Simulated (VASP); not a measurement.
## Al4Cu2H: relaxation of the atoms with PBE

The system is Al4Cu2H, a slab with vacuum.

```
CELL_PARAMETERS angstrom
4.08894 0.00000 0.00000
2.04428 3.54124 0.00000
0.00000 0.00000 20.36101
ATOMIC_POSITIONS crystal
Al 0.66672 0.66672 0.19645
Al 0.33340 0.33340 0.27844
Al 0.00005 0.00005 0.36052
Al 0.66673 0.66673 0.43519
Cu 0.00006 0.00006 0.23745
Cu 0.33339 0.33339 0.40278
H 0.77784 0.77784 0.50440
```

* Program: VASP 6.6.1
* Task: relaxation of the atoms
* Functional: PBE
* Potentials or basis: VASP PAW PBE potentials, release 64 (Al, Cu, H)
* Cutoff: 520 eV
* k mesh: 9 × 9 × 1
* Occupations: gaussian, width 0.1 eV
* Spin: no spin polarisation
* Dipole correction: yes
* Atoms held fixed (from 0): [0, 1, 2, 3, 4, 5]
* Further INCAR settings: ALGO = Fast; EDIFF = 1e-06; IBRION = 2; EDIFFG = -0.025; NSW = 36
* Atoms held along some axes (from 0): atom 6 along a and b

| Item | Value |
| --- | --- |
| Energy gained by relaxing | 0.3 meV/atom |
| Ionic steps | 4 |
| Band gap on the k mesh | zero (an odd number of electrons rules out a gap without spin polarisation) |

The path:
| step | energy change (eV) | largest force on free atoms (eV/Å) | pressure (GPa) |
| --- | --- | --- | --- |
| 1 | 0.0000 | 0.1962 | 0.13 |
| 2 | -0.0014 | 0.1131 | 0.10 |
| 3 | -0.0019 | 0.0706 | 0.04 |
| 4 | -0.0022 | 0.0027 | 0.06 |

Final structure:
```
Al Cu H
1.0
     4.08894    0.00000    0.00000
     2.04428    3.54124    0.00000
     0.00000    0.00000   20.36101
Al Cu H
4 2 1
Direct
  0.66672 0.66672 0.19645
  0.33340 0.33340 0.27844
  0.00005 0.00005 0.36052
  0.66673 0.66673 0.43519
  0.00006 0.00006 0.23745
  0.33339 0.33339 0.40278
  0.77784 0.77784 0.50551
```

Levels at points of the mesh, in eV from the Fermi level:
| k point | band 15 | band 16 | band 17 | band 18 | band 19 | band 20 | band 21 |
| --- | --- | --- | --- | --- | --- | --- | --- |
| (0.00, 0.00, 0.00) | 0.35 | 1.24 | 1.24 | 2.31 | 2.36 | 2.91 | 3.44 |

Wall time 13 min on 1 thread of Oxide Virtual Turin-like Processor (shared host), peak memory 0.46 GiB.
